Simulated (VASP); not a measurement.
# SnBi2O5 (Amm2) in VASP: single point with PBE

Aim: the single point of SnBi2O5 with PBE.

All numbers are computed with VASP 6.6.1; they aren't measurements. Logs are shortened: lines on timing, memory, paths and dates and some standing lists are left out, and cuts for length are marked.

## 1. The cell of the first run

The structure is orthorhombic, space group Amm2 (No. 38). Conventional cell: a = 9.092 Å, b = 5.856 Å, c = 8.892 Å, α = 90.00°, β = 90.00°, γ = 90.00°. Within 2.7 Å of Sn (site symmetry mm2) lie 5 O at 2.03 to 2.07 Å. Within 2.7 Å of Bi (site symmetry m) lie 3 O at 2.06 to 2.17 Å. O (site symmetry 1) has 1 Sn at 2.03 Å and 1 Bi at 2.06 Å and 1 O at 2.75 Å within 2.8 Å. Within 2.7 Å of O (site symmetry mm2) lie 1 Sn at 2.07 Å and 2 Bi at 2.17 Å.

## 2. Single point, PBE

INCAR reads:

```
SYSTEM = SnBi2O5
  PREC = Accurate
  ENCUT = 520
  EDIFF = 1E-6
  ISMEAR = 0
  SIGMA = 0.1
  LREAL = .FALSE.
  LASPH = .TRUE.
  NELM = 60
  ALGO = Normal
  ISIF = 2
  LWAVE = .FALSE.
  LCHARG = .TRUE.
  GGA = PE
  LELF = .TRUE.
  LVHAR = .TRUE.
  NBANDS = 47
```

KPOINTS reads:

```
regular mesh
0
G
  4 4 2
  0 0 0
```

POSCAR reads:

```
SnBi2O5
1.0
    0.0000000000      2.9281154000      4.4457614860
    0.0000000000      2.9281154000     -4.4457614860
   -9.0917477913      0.0000000000      0.0000000000
Sn Bi O
1 2 5
Direct
    0.3473460223      0.6526539777      0.0000000000
    0.6897905257      0.3102094743      0.7874483836
    0.6897905257      0.3102094743      0.2125516164
    0.5685724411      0.9018364140      0.8363315607
    0.0981635860      0.4314275589      0.1636684393
    0.0981635860      0.4314275589      0.8363315607
    0.5685724411      0.9018364140      0.1636684393
    0.5796951320      0.4203048680      0.0000000000
```

Potentials or basis: VASP PAW PBE potentials, release 64 (Sn_d, Bi_d, O).

Command:

```bash
> cat potpaw_PBE.64/Sn_d/POTCAR potpaw_PBE.64/Bi_d/POTCAR potpaw_PBE.64/O/POTCAR > POTCAR
> mpirun -np 1 vasp_std > vasp.out
```

OUTCAR:

```text
SYSTEM = SnBi2O5
   PREC = Accurate
   ENCUT = 520
   EDIFF = 1E-6
   ISMEAR = 0
   LREAL = .FALSE.
   LASPH = .TRUE.
   NELM = 60
   ISIF = 2
   GGA = PE

 ion  position               nearest neighbor table
   1  0.347  0.653  0.000-   4 2.03   5 2.03   6 2.03   7 2.03   8 2.07   3 3.61   2 3.61   3 3.78
                             2 3.78   2 3.78   3 3.78
   2  0.690  0.310  0.787-   4 2.06   6 2.06   8 2.17   1 3.61   1 3.78   1 3.78   3 3.86
   3  0.690  0.310  0.213-   5 2.06   7 2.06   8 2.17   1 3.61   1 3.78   1 3.78   2 3.86
   4  0.569  0.902  0.836-   1 2.03   2 2.06
   5  0.098  0.431  0.164-   1 2.03   3 2.06
   6  0.098  0.431  0.836-   1 2.03   2 2.06
   7  0.569  0.902  0.164-   1 2.03   3 2.06
   8  0.580  0.420  0.000-   1 2.07   2 2.17   3 2.17

  LATTYP: Found a base centered orthorhombic cell.
 ALAT       =     5.8562308000
 B/A-ratio  =     1.5183013231
 C/A-ratio  =     1.5524913723

  Lattice vectors:

 A1 = (   0.0000000000,   2.9281154000,   4.4457614860)
 A2 = (   0.0000000000,   2.9281154000,  -4.4457614860)
 A3 = (  -9.0917477913,   0.0000000000,   0.0000000000)

Analysis of symmetry for initial positions (statically):
=====================================================================
 Subroutine PRICEL returns:
 Original cell was already a primitive cell.

 Routine SETGRP: Setting up the symmetry group for a
 base centered orthorhombic supercell.

 Subroutine GETGRP returns: Found  4 space group operations
 (whereof  4 operations were pure point group operations)
 out of a pool of  8 trial point group operations.

The static configuration has the point symmetry C_2v.

Analysis of symmetry for dynamics (positions and initial velocities):
=====================================================================
 Subroutine PRICEL returns:
 Original cell was already a primitive cell.

 Routine SETGRP: Setting up the symmetry group for a
 base centered orthorhombic supercell.

 Subroutine GETGRP returns: Found  4 space group operations
 (whereof  4 operations were pure point group operations)
 out of a pool of  8 trial point group operations.

The dynamic configuration has the point symmetry C_2v.

 Subroutine INISYM returns: Found  4 space group operations
 (whereof  4 operations are pure point group operations),
 and found     1 'primitive' translations

----------------------------------------------------------------------------------------

                                     Primitive cell

  volume of cell :     236.7073

  direct lattice vectors                    reciprocal lattice vectors
     0.000000000  2.928115400  4.445761486     0.000000000  0.170758297  0.112466672
     0.000000000  2.928115400 -4.445761486     0.000000000  0.170758297 -0.112466672
    -9.091747791  0.000000000  0.000000000    -0.109989853  0.000000000  0.000000000

  length of vectors
     5.323406333  5.323406333  9.091747791     0.204467964  0.204467964  0.109989853

  position of ions in fractional coordinates (direct lattice)
     0.347346022  0.652653978  0.000000000
     0.689790526  0.310209474  0.787448384
     0.689790526  0.310209474  0.212551616
     0.568572441  0.901836414  0.836331561
     0.098163586  0.431427559  0.163668439
     0.098163586  0.431427559  0.836331561
     0.568572441  0.901836414  0.163668439
     0.579695132  0.420304868  0.000000000

  ion indices of the primitive-cell ions
   primitive index   ion index
                 1           1
                 2           2
                 3           3
                 4           4
                 5           5
                 6           6
                 7           7
                 8           8

----------------------------------------------------------------------------------------

 KPOINTS: regular mesh

Automatic generation of k-mesh.
 Grid dimensions read from file:
 generate k-points for:    4    4    2

 Generating k-lattice:

  Cartesian coordinates                     Fractional coordinates (reciprocal lattice)
     0.000000000  0.042689574  0.028116668     0.250000000 -0.000000000  0.000000000
     0.000000000  0.042689574 -0.028116668    -0.000000000  0.250000000  0.000000000
    -0.054994926  0.000000000  0.000000000     0.000000000  0.000000000  0.500000000

  Length of vectors
     0.051116991  0.051116991  0.054994926

  Shift w.r.t. Gamma in fractional coordinates (k-lattice)
     0.000000000  0.000000000  0.000000000

 Subroutine IBZKPT returns following result:
 ===========================================

 Found     14 irreducible k-points:

 Following reciprocal coordinates:
            Coordinates               Weight
  0.000000  0.000000  0.000000      1.000000
  0.250000  0.000000  0.000000      4.000000
  0.500000  0.000000  0.000000      2.000000
  0.250000  0.250000  0.000000      2.000000
  0.500000  0.250000  0.000000      4.000000
 -0.250000  0.250000  0.000000      2.000000
  0.500000  0.500000  0.000000      1.000000
  0.000000  0.000000  0.500000      1.000000
  0.250000  0.000000  0.500000      4.000000
  0.500000  0.000000  0.500000      2.000000
  0.250000  0.250000  0.500000      2.000000
  0.500000  0.250000  0.500000      4.000000
 -0.250000  0.250000  0.500000      2.000000
  0.500000  0.500000  0.500000      1.000000
   k-points           NKPTS =     14   k-points in BZ     NKDIM =     14   number of bands    NBANDS=     47
   number of dos      NEDOS =    301   number of ions     NIONS =      8
   total plane-waves  NPLWV = 112000
   dimension x,y,z NGX =    40 NGY =   40 NGZ =   70
   dimension x,y,z NGXF=    80 NGYF=   80 NGZF=  140
   ions per type =               1   2   5
   NGX,Y,Z   is equivalent  to a cutoff of  12.49, 12.49, 12.80 a.u.
   NGXF,Y,Z  is equivalent  to a cutoff of  24.98, 24.98, 25.60 a.u.
 SYSTEM =  SnBi2O5
   PREC   = accura    normal or accurate (medium, high low for compatibility)
   ISTART =      0    job   : 0-new  1-cont  2-samecut
   ICHARG =      2    charge: 1-file 2-atom 10-const
   ISPIN  =      1    spin polarized calculation?
   LNONCOLLINEAR =      F non collinear calculations
   LSORBIT =      F    spin-orbit coupling
   LASPH  =      T    aspherical Exc in radial PAW
   ENCUT  =  520.0 eV  38.22 Ry    6.18 a.u.   9.90  9.90 16.90*2*pi/ulx,y,z
   NELM   =     60;   NELMIN=  2; NELMDL= -5     # of ELM steps
   EDIFF  = 0.1E-05   stopping-criterion for ELM
   LREAL  =      F    real-space projection
   EDIFFG = 0.1E-04   stopping-criterion for IOM
   NSW    =      0    number of steps for IOM
   IBRION =     -1    ionic relax: 0-MD 1-quasi-New 2-CG
   NFREE  =      0    steps in history (QN), initial steepest desc. (CG)
   ISIF   =      2    stress and relaxation
   ISYM   =      2    0-nonsym 1-usesym 2-fastsym
   POTIM  = 0.5000    time-step for ionic-motion
   TEBEG  =    0.0;   TEEND  =   0.0 temperature during run
   PSTRESS=    0.0 pullay stress
   NELECT =      74.0000    total number of electrons
   NUPDOWN=      -1.0000    fix difference up-down
   EMIN   =  10.00;   EMAX   =-10.00  energy-range for DOS
   EFERMI =   0.00;   METHOD = LEGACY
   ISMEAR =     0;   SIGMA  =   0.10  broadening in eV -4-tet -1-fermi 0-gaus
   EFERMI_NEDOS =   21; number of points for ismear=-14 and -15
   IALGO  =     38    algorithm
   IMIX   =      4    mixing-type and parameters
     AMIX     =   0.40;   BMIX     =  1.00
     AMIX_MAG =   1.60;   BMIX_MAG =  1.00
  volume/ion in A,a.u.               =      29.59       199.67
  Fermi-wavevector in a.u.,A,eV,Ry     =   1.111087  2.099650 16.796595  1.234515
  Thomas-Fermi vector in A             =   2.247646
   LORBIT       =      0    0 simple, 1 ext, 2 COOP (PROOUT), +10 PAW based schemes
   GGA     = PE    functional components
   LHFCALC =     F    Hartree Fock is set to
   AEXX    =    0.0000 exact exchange contribution
   IVDW    =     0    specifies the selected vdW correction
   LEPSILON=     F    determine dielectric tensor
   LRPA    =     F    only Hartree local field effects (RPA)
 non-spin polarized calculation
 Gauss-broadening in eV      SIGMA  =   0.10
  energy-cutoff  :      520.00
  volume of cell :      236.71
 maximum number of plane-waves:      6412
   NGX = 19   NGY = 19   NGZ = 33

 number of electron      74.0000006 magnetization

 Free energy of the ion-electron system (eV)
  ---------------------------------------------------
  ext. energy  EPLUGINS =         0.00000000
  ---------------------------------------------------
  free energy    TOTEN  =       -45.46940084 eV

  energy without entropy =      -45.46940084  energy(sigma->0) =      -45.46940084

 E-fermi :   0.5434     XC(G=0):  -6.7262

 val. band max:        0.0929954612   @ k =   0.5000   0.5000   0.0000
 cond. band min:       2.1687635322   @ k =   0.5000   0.5000   0.0000
 fundamental gap:      2.0757680709
 Fermi energy:         0.5434422477

 k-point     1 :       0.0000    0.0000    0.0000
  band No.  band energies     occupation
      1     -22.2895      2.00000
      2     -22.1330      2.00000
      3     -22.1180      2.00000
      4     -22.0897      2.00000
      5     -21.9270      2.00000
      6     -21.9106      2.00000
[... 39 lines left out ...]
     46       7.3441      0.00000
     47       7.6917      0.00000

 k-point     2 :       0.2500    0.0000    0.0000
  band No.  band energies     occupation
      1     -22.2857      2.00000
      2     -22.1237      2.00000
      3     -22.1226      2.00000
      4     -22.0919      2.00000
      5     -21.9266      2.00000
      6     -21.9101      2.00000
[... 39 lines left out ...]
     46       7.3064      0.00000
     47       8.4732      0.00000

 k-point     3 :       0.5000    0.0000    0.0000
  band No.  band energies     occupation
      1     -22.2816      2.00000
      2     -22.1274      2.00000
      3     -22.1121      2.00000
      4     -22.0962      2.00000
      5     -21.9263      2.00000
      6     -21.9095      2.00000
[... 539 lines left out ...]
     46       7.6102      0.00000
     47       8.3600      0.00000

 k-point    14 :       0.5000    0.5000    0.5000
  band No.  band energies     occupation
      1     -22.2807      2.00000
      2     -22.1231      2.00000
      3     -22.1103      2.00000
      4     -22.0898      2.00000
      5     -21.9253      2.00000
      6     -21.9088      2.00000
[... 39 lines left out ...]
     46       7.4150      0.00000
     47       7.4565      0.00000

------------------------ aborting loop because EDIFF is reached ----------------------------------------

  FORCE on cell =-STRESS in cart. coord.  units (eV):
  Direction    XX          YY          ZZ          XY          YZ          ZX
  --------------------------------------------------------------------------------------
  -------------------------------------------------------------------------------------
  Total        0.2892930      0.3775399      0.1736366      0.0000000      0.0000000      0.0000000
  in kB        1.9581085      2.5554166      1.1752768      0.0000000      0.0000000      0.0000000
  external PRESSURE =       1.8962673 kB  Pullay stress =       0.0000000 kB

 VOLUME and BASIS-vectors are now :
 -----------------------------------------------------------------------------
  energy-cutoff  :      520.00
  volume of cell :      236.71
      direct lattice vectors                 reciprocal lattice vectors
     0.000000000  2.928115400  4.445761486     0.000000000  0.170758297  0.112466672
     0.000000000  2.928115400 -4.445761486     0.000000000  0.170758297 -0.112466672
    -9.091747791  0.000000000  0.000000000    -0.109989853  0.000000000  0.000000000

 POSITION                                       TOTAL-FORCE (eV/Angst)
 -----------------------------------------------------------------------------------
      0.00000      2.92812     -1.35733         0.000000      0.000000     -0.015564
     -7.15928      2.92812      1.68753         0.063447      0.000000     -0.062525
     -1.93247      2.92812      1.68753        -0.063447      0.000000     -0.062525
     -7.60372      4.30553     -1.48161         0.020193     -0.004088      0.027703
     -1.48803      1.55070     -1.48161        -0.020193      0.004088      0.027703
     -7.60372      1.55070     -1.48161         0.020193      0.004088      0.027703
     -1.48803      4.30553     -1.48161        -0.020193     -0.004088      0.027703
      0.00000      2.92812      0.70861         0.000000      0.000000      0.029804
 -----------------------------------------------------------------------------------
    total drift:                               -0.000000     -0.000000     -0.000115

  FREE ENERGIE OF THE ION-ELECTRON SYSTEM (eV)
  ---------------------------------------------------
  free  energy   TOTEN  =       -45.4694008389 eV

  energy  without entropy=      -45.4694008389  energy(sigma->0) =      -45.46940084
```

It took 92 s on 1 thread of Intel Xeon 6975P-C (Granite Rapids), shared host; peak memory 0.4 GiB.

Results:

```yaml
Free_energy: -45.4694 eV
Pressure: 0.2 GPa
Largest_force: 0.089 eV/Å
Band_gap_on_the_k_mesh: 2.08 eV
```

Forces on the atoms (eV/Å):
```
Sn   0.000  0.000 -0.016
Bi   0.063  0.000 -0.063
Bi  -0.063  0.000 -0.063
O    0.020 -0.004  0.028
O   -0.020  0.004  0.028
O    0.020  0.004  0.028
O   -0.020 -0.004  0.028
O    0.000  0.000  0.030
```

Levels at points of the mesh, in eV from the valence-band top:
| k point | band 35 | band 36 | band 37 | band 38 | band 39 | band 40 |
| --- | --- | --- | --- | --- | --- | --- |
| (0.00, 0.00, 0.00) | -0.56 | -0.39 | -0.01 | 2.41 | 3.16 | 4.78 |
| (0.50, 0.00, 0.00) | -0.84 | -0.81 | -0.21 | 2.72 | 3.48 | 4.31 |
| (0.50, 0.50, 0.00) | -0.68 | -0.34 | 0.00 | 2.08 | 3.69 | 3.98 |
| (0.00, 0.00, 0.50) | -0.59 | -0.39 | -0.02 | 2.79 | 3.75 | 3.83 |
| (0.50, 0.00, 0.50) | -0.86 | -0.78 | -0.23 | 3.12 | 3.88 | 3.94 |
| (0.50, 0.50, 0.50) | -0.72 | -0.34 | 0.00 | 2.26 | 3.57 | 4.30 |

Caveat: spin-orbit coupling is left out, which moves the levels of the heavy elements. A k mesh can miss the band edges.
